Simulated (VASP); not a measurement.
**TiAl: single point with r2SCAN**

The system is TiAl.

```
Ti Al
1.0
     3.17135    0.00000    0.00000
     0.00000    3.17135    0.00000
     0.00000    0.00000    3.17135
Ti Al
1 1
Direct
  0.00000 0.00000 0.00000
  0.50000 0.50000 0.50000
```

```yaml
Program: VASP 6.6.1
Task: single point
Functional: r2SCAN
Potentials_or_basis: VASP PAW PBE potentials, release 64 (Ti_sv, Al)
Cutoff: 520 eV
k_mesh: 14 × 14 × 14
Occupations: gaussian, width 0.1 eV
Spin: no spin polarisation
Dipole_correction: no
Further_INCAR_settings: ALGO = Normal; EDIFF = 1e-06; NBANDS = 14
```

```yaml
Pressure: 0.1 GPa
```

Levels at points of the mesh, in eV from the Fermi level:
| k point | band 4 | band 5 | band 6 | band 7 | band 8 | band 9 | band 10 | band 11 |
| --- | --- | --- | --- | --- | --- | --- | --- | --- |
| (0.00, 0.00, 0.00) | -34.43 | -9.92 | -1.66 | -1.66 | 2.05 | 2.05 | 2.05 | 4.64 |
| (0.50, 0.00, 0.00) | -34.41 | -6.48 | -5.64 | -0.68 | 0.27 | 0.27 | 2.27 | 3.12 |
| (0.50, 0.50, 0.00) | -34.40 | -5.27 | -2.43 | -2.43 | -1.66 | 0.87 | 0.87 | 2.84 |
| (0.50, 0.50, 0.50) | -34.57 | -3.31 | -3.31 | -3.31 | 0.95 | 2.87 | 2.87 | 2.87 |

Wall time 2.1 min on 1 thread of AMD EPYC 7R43 64-Core Processor (Zen 3), on a shared host, peak memory 0.14 GiB.

Caveat: the PAW data sets were made with another functional, which shifts forces and pressure a little.
